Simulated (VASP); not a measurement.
Ni, 2 atoms in the cell. Symmetry: P6_3/mmc, No. 194, hexagonal system. Conventional cell: a = 2.448 Å, b = 2.448 Å, c = 4.073 Å, α = 90.00°, β = 90.00°, γ = 120.00°. Ni (site symmetry -6m2) has 12 Ni at 2.45 to 2.48 Å within 3.2 Å. 

| Property | Result |
| --- | --- |
| Program | VASP 6.6.1 |
| Task | relaxation of cell and atoms |
| Functional | LDA |
| Potentials or basis | VASP PAW LDA potentials, release 64 (Ni) |
| Cutoff | 600 eV |
| k mesh | 14 × 14 × 7 |
| Occupations | fermi-dirac, width 0.1 eV |
| Spin | collinear spin, ferromagnetic start |
| Starting moments | [1.5, 1.5] μB |
| Dipole correction | no |
| Further INCAR settings | ALGO = Normal; EDIFF = 1e-06; IBRION = 2; EDIFFG = -0.01; NSW = 80; ISIF = 3 |

Potentials or basis: VASP PAW LDA potentials, release 64 (Ni).

Run with:

```bash
$ cat potpaw_LDA.64/Ni/POTCAR > POTCAR
$ mpirun -np 1 vasp_std > vasp.out
```

Hardware: 1 thread of Intel(R) Xeon(R) Platinum 8259CL CPU @ 2.50GHz (Skylake/Cascade Lake) (shared host).

Question: How long does it take, and how much memory?

Answer: Wall time 4.5 min on 1 thread of Intel(R) Xeon(R) Platinum 8259CL CPU @ 2.50GHz (Skylake/Cascade Lake), with other jobs on the host, peak memory 0.18 GiB. Counts: scf iterations 68, k points 96, ion steps 10.
